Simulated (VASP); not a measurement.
Set up this calculation in VASP 6.6.1, as the native input.

```
Task                   : single point
Functional             : PBE
Potentials or basis    : VASP PAW PBE potentials, release 64 (Al, Co)
Cutoff                 : 520 eV
k mesh                 : 22 × 22 × 22
Occupations            : gaussian, width 0.15 eV
Spin                   : no spin polarisation
Dipole correction      : no
Further INCAR settings : ALGO = Fast; EDIFF = 1e-07; NBANDS = 13
```

The structure of AlCo lies in POSCAR:

```
AlCo
1.0
    2.8519023960      0.0000000000      0.0000000000
    0.0000000000      2.8519023960      0.0000000000
    0.0000000000      0.0000000000      2.7093072762
Al Co
1 1
Direct
    0.0000000000      0.0000000000      0.0000000000
    0.5000000000      0.5000000000      0.5000000000
```

This cell differs from its parent crystal: strain +0.000 along x and y, -0.050 along z.

One way to write it, as run:

INCAR

```
SYSTEM = AlCo
PREC     = Accurate       ! precision mode
ENCUT    = 520            ! plane-wave cutoff, eV
EDIFF    = 1E-7           ! SCF threshold, eV
ISMEAR   = 0              ! smearing method
SIGMA    = 0.15           ! smearing width, eV
LREAL    = .False.        ! projectors in reciprocal space
LASPH    = .True.         ! aspherical terms in the spheres
NELM     = 60             ! most SCF steps
ALGO     = Fast           ! electronic algorithm
ISIF     = 2              ! what is computed and relaxed
LWAVE    = .False.        ! write WAVECAR
LCHARG   = .True.         ! write CHGCAR
GGA      = PE             ! functional
LELF     = .True.         ! ELF
LVHAR    = .True.       
NBANDS   = 13             ! bands
```

KPOINTS

```
regular mesh
0
Gamma
  22 22 22
  0 0 0
```

Potentials or basis: VASP PAW PBE potentials, release 64 (Al, Co).

Launch:

```console
$ cat potpaw_PBE.64/Al/POTCAR potpaw_PBE.64/Co/POTCAR > POTCAR
$ mpirun -np 1 vasp_std > vasp.out
```

It gave:

```json
{
  "Pressure": "10.4 GPa",
  "Band gap on the k mesh": "zero (bands 6 and 7 overlap by 2.70 eV)"
}
```

Caveat: the cell differs from its parent crystal (strain +0.000 along x and y, -0.050 along z); the cell stands under pressure; the run has no spin polarisation, though such a crystal can be magnetic.

Run time: 2.4 min on 1 thread of AMD EPYC 9R45 96-Core Processor (Zen 5), on a shared host, peak memory 0.35 GiB.
